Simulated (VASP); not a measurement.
# BPd4 (I-43m) in VASP: a series of runs

BPd4 is run at these levels: PBE; tasks: single point, relaxation of cell and atoms.

All numbers are computed with VASP 6.6.1; they aren't measurements. Logs are shortened: lines on timing, memory, paths and dates and some standing lists are left out, and cuts for length are marked.

### Step 1. The cell of the first run

It takes space group I-43m (No. 217, cubic). The conventional cell has a = 5.376 Å, b = 5.376 Å, c = 5.376 Å, α = 90.00°, β = 90.00°, γ = 90.00°. B (site symmetry -43m) has 8 Pd at 2.01 to 2.65 Å within 2.7 Å. Within 2.7 Å of Pd (site symmetry 3m) lie 2 B at 2.01 to 2.65 Å.

### Step 2. Single point, PBE

Input file INCAR:

```
SYSTEM = BPd4
PREC     = Accurate       ! precision mode
ENCUT    = 520            ! plane-wave cutoff, eV
EDIFF    = 1E-7           ! SCF threshold, eV
ISMEAR   = 0              ! smearing method
SIGMA    = 0.1            ! smearing width, eV
LREAL    = .False.        ! projectors in reciprocal space
LASPH    = .True.         ! aspherical terms in the spheres
NELM     = 60             ! most SCF steps
ALGO     = Normal         ! electronic algorithm
ISIF     = 2              ! what is computed and relaxed
LWAVE    = .False.        ! write WAVECAR
LCHARG   = .False.        ! write CHGCAR
GGA      = PE             ! functional
NBANDS   = 30             ! bands
```

Input file KPOINTS:

```
regular mesh
0
Gamma
  4 4 4
  0 0 0
```

Input file POSCAR:

```
BPd4
1.0
   -2.6880927074      2.6880927074      2.6880927074
    2.6880927074     -2.6880927074      2.6880927074
    2.6880927074      2.6880927074     -2.6880927074
B Pd
1 4
Direct
    0.0000000000      0.0000000000      0.0000000000
    0.4317432596      0.4317432596      0.4317432596
    0.5682567404      0.0000000000      0.0000000000
    0.0000000000      0.0000000000      0.5682567404
    0.0000000000      0.5682567404      0.0000000000
```

Potentials or basis: VASP PAW PBE potentials, release 64 (B, Pd).

The run is started by

```
> cat potpaw_PBE.64/B/POTCAR potpaw_PBE.64/Pd/POTCAR > POTCAR
> mpirun -np 1 vasp_std > vasp.out
```

OUTCAR:

```text
SYSTEM = BPd4
   PREC = Accurate
   ENCUT = 520
   EDIFF = 1E-7
   ISMEAR = 0
   LREAL = .False.
   LASPH = .True.
   NELM = 60
   ISIF = 2
   GGA = PE

 ion  position               nearest neighbor table
   1  0.000  0.000  0.000-   2 2.01   3 2.01   4 2.01   5 2.01   5 2.65   4 2.65   3 2.65   2 2.65

   2  0.432  0.432  0.432-   1 2.01   1 2.65   5 2.74   3 2.74   4 2.74   3 2.74   4 2.74   5 2.74
                             5 3.28   3 3.28   4 3.28
   3  0.568  0.000  0.000-   1 2.01   1 2.65   5 2.74   2 2.74   2 2.74   4 2.74   4 2.74   5 2.74
                             2 3.28   4 3.28   5 3.28
   4  0.000  0.000  0.568-   1 2.01   1 2.65   3 2.74   2 2.74   5 2.74   3 2.74   5 2.74   2 2.74
                             3 3.28   5 3.28   2 3.28
   5  0.000  0.568  0.000-   1 2.01   1 2.65   3 2.74   2 2.74   4 2.74   3 2.74   4 2.74   2 2.74
                             2 3.28   3 3.28   4 3.28

  LATTYP: Found a body centered cubic cell.
 ALAT       =     5.3761854148

  Lattice vectors:

 A1 = (  -2.6880927074,   2.6880927074,   2.6880927074)
 A2 = (   2.6880927074,  -2.6880927074,   2.6880927074)
 A3 = (   2.6880927074,   2.6880927074,  -2.6880927074)

Analysis of symmetry for initial positions (statically):
=====================================================================
 Subroutine PRICEL returns:
 Original cell was already a primitive cell.

 Routine SETGRP: Setting up the symmetry group for a
 body centered cubic supercell.

 Subroutine GETGRP returns: Found 24 space group operations
 (whereof 24 operations were pure point group operations)
 out of a pool of 48 trial point group operations.

The static configuration has the point symmetry T_d .

Analysis of symmetry for dynamics (positions and initial velocities):
=====================================================================
 Subroutine PRICEL returns:
 Original cell was already a primitive cell.

 Routine SETGRP: Setting up the symmetry group for a
 body centered cubic supercell.

 Subroutine GETGRP returns: Found 24 space group operations
 (whereof 24 operations were pure point group operations)
 out of a pool of 48 trial point group operations.

The dynamic configuration has the point symmetry T_d .

 Subroutine INISYM returns: Found 24 space group operations
 (whereof 24 operations are pure point group operations),
 and found     1 'primitive' translations

----------------------------------------------------------------------------------------

                                     Primitive cell

  volume of cell :      77.6949

  direct lattice vectors                    reciprocal lattice vectors
    -2.688092707  2.688092707  2.688092707     0.000000000  0.186005490  0.186005490
     2.688092707 -2.688092707  2.688092707     0.186005490  0.000000000  0.186005490
     2.688092707  2.688092707 -2.688092707     0.186005490  0.186005490  0.000000000

  length of vectors
     4.655913145  4.655913145  4.655913145     0.263051486  0.263051486  0.263051486

  position of ions in fractional coordinates (direct lattice)
     0.000000000  0.000000000  0.000000000
     0.431743260  0.431743260  0.431743260
     0.568256740  0.000000000  0.000000000
     0.000000000  0.000000000  0.568256740
     0.000000000  0.568256740  0.000000000

  ion indices of the primitive-cell ions
   primitive index   ion index
                 1           1
                 2           2
                 3           3
                 4           4
                 5           5

----------------------------------------------------------------------------------------

 KPOINTS: regular mesh

Automatic generation of k-mesh.
 Grid dimensions read from file:
 generate k-points for:    4    4    4

 Generating k-lattice:

  Cartesian coordinates                     Fractional coordinates (reciprocal lattice)
     0.000000000  0.046501372  0.046501372     0.250000000  0.000000000  0.000000000
     0.046501372  0.000000000  0.046501372     0.000000000  0.250000000  0.000000000
     0.046501372  0.046501372  0.000000000     0.000000000  0.000000000  0.250000000

  Length of vectors
     0.065762871  0.065762871  0.065762871

  Shift w.r.t. Gamma in fractional coordinates (k-lattice)
     0.000000000  0.000000000  0.000000000

 Subroutine IBZKPT returns following result:
 ===========================================

 Found      8 irreducible k-points:

 Following reciprocal coordinates:
            Coordinates               Weight
  0.000000  0.000000  0.000000      1.000000
  0.250000  0.000000  0.000000     12.000000
  0.500000  0.000000  0.000000      6.000000
  0.250000  0.250000  0.000000     24.000000
  0.250000  0.250000  0.250000      2.000000
 -0.250000  0.250000  0.250000      6.000000
  0.500000  0.500000  0.250000     12.000000
  0.500000  0.500000  0.500000      1.000000
   k-points           NKPTS =      8   k-points in BZ     NKDIM =      8   number of bands    NBANDS=     30
   number of dos      NEDOS =    301   number of ions     NIONS =      5
   total plane-waves  NPLWV =  46656
   dimension x,y,z NGX =    36 NGY =   36 NGZ =   36
   dimension x,y,z NGXF=    72 NGYF=   72 NGZF=   72
   ions per type =               1   4
   NGX,Y,Z   is equivalent  to a cutoff of  12.85, 12.85, 12.85 a.u.
   NGXF,Y,Z  is equivalent  to a cutoff of  25.71, 25.71, 25.71 a.u.
 SYSTEM =  BPd4
   PREC   = accura    normal or accurate (medium, high low for compatibility)
   ISTART =      0    job   : 0-new  1-cont  2-samecut
   ICHARG =      2    charge: 1-file 2-atom 10-const
   ISPIN  =      1    spin polarized calculation?
   LNONCOLLINEAR =      F non collinear calculations
   LSORBIT =      F    spin-orbit coupling
   LASPH  =      T    aspherical Exc in radial PAW
   ENCUT  =  520.0 eV  38.22 Ry    6.18 a.u.   8.66  8.66  8.66*2*pi/ulx,y,z
   NELM   =     60;   NELMIN=  2; NELMDL= -5     # of ELM steps
   EDIFF  = 0.1E-06   stopping-criterion for ELM
   LREAL  =      F    real-space projection
   EDIFFG = 0.1E-05   stopping-criterion for IOM
   NSW    =      0    number of steps for IOM
   IBRION =     -1    ionic relax: 0-MD 1-quasi-New 2-CG
   NFREE  =      0    steps in history (QN), initial steepest desc. (CG)
   ISIF   =      2    stress and relaxation
   ISYM   =      2    0-nonsym 1-usesym 2-fastsym
   POTIM  = 0.5000    time-step for ionic-motion
   TEBEG  =    0.0;   TEEND  =   0.0 temperature during run
   PSTRESS=    0.0 pullay stress
   NELECT =      43.0000    total number of electrons
   NUPDOWN=      -1.0000    fix difference up-down
   EMIN   =  10.00;   EMAX   =-10.00  energy-range for DOS
   EFERMI =   0.00;   METHOD = LEGACY
   ISMEAR =     0;   SIGMA  =   0.10  broadening in eV -4-tet -1-fermi 0-gaus
   EFERMI_NEDOS =   21; number of points for ismear=-14 and -15
   IALGO  =     38    algorithm
   IMIX   =      4    mixing-type and parameters
     AMIX     =   0.40;   BMIX     =  1.00
     AMIX_MAG =   1.60;   BMIX_MAG =  1.00
  volume/ion in A,a.u.               =      15.54       104.86
  Fermi-wavevector in a.u.,A,eV,Ry     =   1.344106  2.539991 24.580558  1.806620
  Thomas-Fermi vector in A             =   2.472126
   LORBIT       =      0    0 simple, 1 ext, 2 COOP (PROOUT), +10 PAW based schemes
   GGA     = PE    functional components
   LHFCALC =     F    Hartree Fock is set to
   AEXX    =    0.0000 exact exchange contribution
   IVDW    =     0    specifies the selected vdW correction
   LEPSILON=     F    determine dielectric tensor
   LRPA    =     F    only Hartree local field effects (RPA)
 non-spin polarized calculation
 Gauss-broadening in eV      SIGMA  =   0.10
  energy-cutoff  :      520.00
  volume of cell :       77.69
 maximum number of plane-waves:      2112
 NGX is ok and might be reduce to    36
   NGX = 17   NGY = 17   NGZ = 17

 number of electron      43.0000017 magnetization

 Free energy of the ion-electron system (eV)
  ---------------------------------------------------
  ext. energy  EPLUGINS =         0.00000000
  ---------------------------------------------------
  free energy    TOTEN  =       -27.14350272 eV

  energy without entropy =      -27.11894994  energy(sigma->0) =      -27.13122633

 E-fermi :   7.1320     XC(G=0): -11.9338

 val. band max:        7.1295852980   @ k =   0.2500   0.2500   0.2500
 cond. band min:       7.2260230681   @ k =  -0.2500   0.2500   0.2500
 fundamental gap:      0.0964377700
 Fermi energy:         7.1320320157

 k-point     1 :       0.0000    0.0000    0.0000
  band No.  band energies     occupation
      1      -2.1250      2.00000
      2       2.4503      2.00000
      3       2.9211      2.00000
      4       2.9211      2.00000
      5       3.4529      2.00000
      6       3.4529      2.00000
[... 22 lines left out ...]
     29      16.2119      0.00000
     30      16.2119      0.00000

 k-point     2 :       0.2500    0.0000    0.0000
  band No.  band energies     occupation
      1      -1.6565      2.00000
      2       2.6037      2.00000
      3       2.7446      2.00000
      4       2.9841      2.00000
      5       3.0297      2.00000
      6       3.3839      2.00000
[... 22 lines left out ...]
     29      16.5155      0.00000
     30      17.0060      0.00000

 k-point     3 :       0.5000    0.0000    0.0000
  band No.  band energies     occupation
      1      -0.9719      2.00000
      2       1.5827      2.00000
      3       2.4205      2.00000
      4       3.0244      2.00000
      5       3.6351      2.00000
      6       3.6978      2.00000
[... 22 lines left out ...]
     29      16.2748      0.00000
     30      16.7585      0.00000

 k-point     4 :       0.2500    0.2500    0.0000
  band No.  band energies     occupation
      1      -1.0140      2.00000
      2       1.8652      2.00000
      3       2.2853      2.00000
      4       2.9094      2.00000
      5       3.6220      2.00000
      6       3.7107      2.00000
[... 22 lines left out ...]
     29      15.9694      0.00000
     30      16.9747      0.00000

 k-point     5 :       0.2500    0.2500    0.2500
  band No.  band energies     occupation
      1      -0.8959      2.00000
      2       2.3115      2.00000
      3       2.3115      2.00000
      4       2.3115      2.00000
      5       3.9366      2.00000
      6       3.9366      2.00000
[... 22 lines left out ...]
     29      18.0720      0.00000
     30      18.0720      0.00000

 k-point     6 :      -0.2500    0.2500    0.2500
  band No.  band energies     occupation
      1      -1.1947      2.00000
      2       2.2644      2.00000
      3       2.2644      2.00000
      4       2.6747      2.00000
      5       3.3033      2.00000
      6       3.4810      2.00000
[... 22 lines left out ...]
     29      15.3801      0.00000
     30      16.6641      0.00000

 k-point     7 :       0.5000    0.5000    0.2500
  band No.  band energies     occupation
      1      -0.4699      2.00000
      2       1.4387      2.00000
      3       1.7931      2.00000
      4       2.5210      2.00000
      5       3.7188      2.00000
      6       3.7620      2.00000
[... 22 lines left out ...]
     29      16.2666      0.00000
     30      17.4506      0.00000

 k-point     8 :       0.5000    0.5000    0.5000
  band No.  band energies     occupation
      1       0.5666      2.00000
      2       1.3241      2.00000
      3       1.3241      2.00000
      4       1.3241      2.00000
      5       3.7803      2.00000
      6       3.7803      2.00000
[... 22 lines left out ...]
     29      16.2926      0.00000
     30      17.0625      0.00000

------------------------ aborting loop because EDIFF is reached ----------------------------------------

  FORCE on cell =-STRESS in cart. coord.  units (eV):
  Direction    XX          YY          ZZ          XY          YZ          ZX
  --------------------------------------------------------------------------------------
  -------------------------------------------------------------------------------------
  Total        0.0834521      0.0834521      0.0834521      0.0000000      0.0000000      0.0000000
  in kB        1.7208981      1.7208981      1.7208981      0.0000000      0.0000000      0.0000000
  external PRESSURE =       1.7208981 kB  Pullay stress =       0.0000000 kB

 VOLUME and BASIS-vectors are now :
 -----------------------------------------------------------------------------
  energy-cutoff  :      520.00
  volume of cell :       77.69
      direct lattice vectors                 reciprocal lattice vectors
    -2.688092707  2.688092707  2.688092707     0.000000000  0.186005490  0.186005490
     2.688092707 -2.688092707  2.688092707     0.186005490  0.000000000  0.186005490
     2.688092707  2.688092707 -2.688092707     0.186005490  0.186005490  0.000000000

 POSITION                                       TOTAL-FORCE (eV/Angst)
 -----------------------------------------------------------------------------------
      0.00000      0.00000      0.00000        -0.000000     -0.000000      0.000000
      1.16057      1.16057      1.16057         0.048654      0.048654      0.048654
     -1.52753      1.52753      1.52753         0.048654     -0.048654     -0.048654
      1.52753      1.52753     -1.52753        -0.048654     -0.048654      0.048654
      1.52753     -1.52753      1.52753        -0.048654      0.048654     -0.048654
 -----------------------------------------------------------------------------------
    total drift:                               -0.000001     -0.000001     -0.000001

  FREE ENERGIE OF THE ION-ELECTRON SYSTEM (eV)
  ---------------------------------------------------
  free  energy   TOTEN  =       -27.1435027196 eV

  energy  without entropy=      -27.1189499393  energy(sigma->0) =      -27.13122633
```

Wall time 11 s (1 thread of Intel Xeon 6975P-C (Granite Rapids), shared host); peak memory 0.2 GiB.

What came out:

| Property | Result |
| --- | --- |
| Free energy | -27.1435 eV |
| Pressure | 0.2 GPa |
| Largest force | 0.084 eV/Å |

Forces on the atoms (eV/Å):
```
B    0.000  0.000  0.000
Pd   0.049  0.049  0.049
Pd   0.049 -0.049 -0.049
Pd  -0.049 -0.049  0.049
Pd  -0.049  0.049 -0.049
```

Caveat: the k points lie up to 0.41 Å⁻¹ apart.

### Step 3. Single point, PBE

This run uses another cell than the first one, of 16.88 Å³/atom, 1.086 times its volume.

Input file INCAR:

```
ALGO = Fast ; EDIFF = 1E-6
ENCUT = 520 ; GGA = PE
ISIF = 2 ; ISMEAR = 0
LASPH = True ; LCHARG = True
LELF = True ; LREAL = False
LVHAR = True ; LWAVE = False
NBANDS = 30 ; NELM = 80
PREC = Accurate ; SIGMA = 0.1
```

Input file KPOINTS:

```
k-points
0
Gamma
  4 4 4
```

Input file POSCAR:

```
BPd4
1.0
   -2.7630537400      2.7630537400      2.7630537400
    2.7630537400     -2.7630537400      2.7630537400
    2.7630537400      2.7630537400     -2.7630537400
B Pd
1 4
Direct
    0.0000000000      0.0000000000      0.0000000000
    0.3495999900      0.3495999900      0.3495999900
    0.6504000100      0.0000000000      0.0000000000
    0.0000000000      0.0000000000      0.6504000100
    0.0000000000      0.6504000100      0.0000000000
```

Potentials or basis: VASP PAW PBE potentials, release 64 (B, Pd).

The run is started by

```
> cat potpaw_PBE.64/B/POTCAR potpaw_PBE.64/Pd/POTCAR > POTCAR
> mpirun -np 1 vasp_std > vasp.out
```

Wall time 12 s (1 thread of Intel Xeon 6975P-C (Granite Rapids), shared host); peak memory 0.2 GiB.

Results (log left out):

```yaml
Free_energy: -22.3465 eV
Pressure: 31.9 GPa
Largest_force: 9.711 eV/Å
```

Forces in eV/Å, atoms in the order of the input:
```
B    0.000  0.000  0.000
Pd   5.607  5.607  5.607
Pd   5.607 -5.607 -5.607
Pd  -5.607 -5.607  5.607
Pd  -5.607  5.607 -5.607
```

Levels at points of the mesh, in eV from the Fermi level:
```tsv
k point	band 19	band 20	band 21	band 22	band 23	band 24
(0.00, 0.00, 0.00)	-0.84	-0.84	-0.84	2.86	2.86	2.86
(0.50, 0.00, 0.00)	-1.22	-1.06	-0.85	-0.37	2.04	2.86
(0.50, 0.50, 0.50)	-0.71	-0.71	-0.71	1.70	1.70	2.19
```

Caveat: the k points lie up to 0.40 Å⁻¹ apart; forces of over 1 eV/Å act on the atoms, so gaps and moduli don't describe the material at rest.

### Step 4. Relaxation of cell and atoms, PBE

This run uses another cell than the first one, of 16.88 Å³/atom, 1.086 times its volume.

Input file INCAR:

```
PREC     = Accurate       # precision mode
ENCUT    = 600            # plane-wave cutoff, eV
EDIFF    = 1E-6           # SCF threshold, eV
ISMEAR   = 0              # smearing method
SIGMA    = 0.1            # smearing width, eV
LREAL    = False          # projectors in reciprocal space
LASPH    = True           # aspherical terms in the spheres
NELM     = 100            # most SCF steps
ALGO     = Fast           # electronic algorithm
ISIF     = 3              # what is computed and relaxed
LWAVE    = False          # write WAVECAR
LCHARG   = False          # write CHGCAR
GGA      = PE             # functional
IBRION   = 2              # ionic algorithm
NSW      = 90             # ionic steps
EDIFFG   = -0.04          # ionic threshold
```

Input file KPOINTS:

```
regular mesh
0
Gamma
  4 4 4
```

POSCAR is that of step 3.

The run is started by

```
> cat potpaw_PBE.64/B/POTCAR potpaw_PBE.64/Pd/POTCAR > POTCAR
> mpirun -np 1 vasp_std > vasp.out
```

Run time: 2.5 min. Hardware: 1 thread of Intel Xeon 6975P-C (Granite Rapids), shared host; peak memory 0.25 GiB.

Results (log left out):

* Free energy: -27.1510 eV
* Relaxed volume: 15.43 Å³/atom
* Relaxed cell: a = 4.645 Å, b = 4.645 Å, c = 4.645 Å, α = 109.47°, β = 109.47°, γ = 109.47°
* Space group after relaxing (to 0.05 Å): I-43m (No. 217)
* Energy gained by relaxing: 960.6 meV/atom
* Ionic steps: 13
* Pressure after relaxing: 0.1 GPa

Step by step:
```tsv
step	energy change (eV)	largest force (eV/Å)	pressure (GPa)	volume (Å³)
1	0.0000	9.7108	31.93	84.38
2	1.3314	1.1748	-19.10	132.47
3	-1.1048	1.3679	-19.55	117.91
4	-2.6688	0.9368	-17.50	108.25
5	-3.7255	1.2515	-6.91	95.82
6	-3.7273	1.0963	-7.63	96.33
7	-3.7271	1.1742	-7.30	96.08
8	-4.3287	1.1971	-3.58	87.11
9	-4.5996	1.0955	6.66	77.31
10	-4.7962	0.1308	1.22	77.19
11	-4.8011	0.0586	0.64	77.17
12	-4.8016	0.0504	-0.37	77.14
13	-4.8028	0.0015	0.09	77.16
```

Final structure:
```cif
data_structure
_symmetry_space_group_name_H-M 'P 1'
_symmetry_Int_Tables_number 1
_cell_length_a 4.6452
_cell_length_b 4.6452
_cell_length_c 4.6452
_cell_angle_alpha 109.471
_cell_angle_beta 109.471
_cell_angle_gamma 109.471
_cell_volume 77.16
loop_
_atom_site_label
_atom_site_type_symbol
_atom_site_fract_x
_atom_site_fract_y
_atom_site_fract_z
_atom_site_occupancy
B1 B 0.00000 0.00000 0.00000 1
Pd1 Pd 0.43709 0.43709 0.43709 1
Pd2 Pd 0.56291 0.00000 0.00000 1
Pd3 Pd 0.00000 0.00000 0.56291 1
Pd4 Pd 0.00000 0.56291 0.00000 1
```

Levels at points of the mesh, in eV from the Fermi level:
```tsv
k point	band 19	band 20	band 21	band 22	band 23	band 24
(0.00, 0.00, 0.00)	0.22	0.22	0.22	0.76	0.76	0.76
(0.50, 0.00, 0.00)	-1.01	-0.94	-0.80	-0.78	2.28	2.54
(0.50, 0.50, 0.50)	-0.82	-0.20	-0.20	1.10	1.10	3.01
```

Caveat: the k points lie up to 0.41 Å⁻¹ apart in the final cell.

### Step 5. The runs side by side

| task | cell | cutoff (eV) | gap on the mesh (eV) | pressure (GPa) | largest force (eV/Å) |
| --- | --- | --- | --- | --- | --- |
| single point | a = 4.656 Å, angles 109.5°, 5 atoms | 520 | none | 0.2 | 0.08 |
| single point | a = 4.786 Å, angles 109.5°, 5 atoms | 520 | none | 31.9 | 9.71 |
| relaxation of cell and atoms | relaxed from a = 4.786 Å, angles 109.5°, 5 atoms | 600 | none | 0.1 | - |

Alike in all rows: level PBE; potentials or basis VASP PAW PBE potentials, release 64 (B, Pd); no spin polarisation; k mesh 4 × 4 × 4; smearing gaussian 0.1 eV.

Caveats: all runs use coarse meshes; forces of over 1 eV/Å act on the atoms, so gaps and moduli don't describe the material at rest (some runs).

Absolute energies hang on the potentials; compare differences alone.
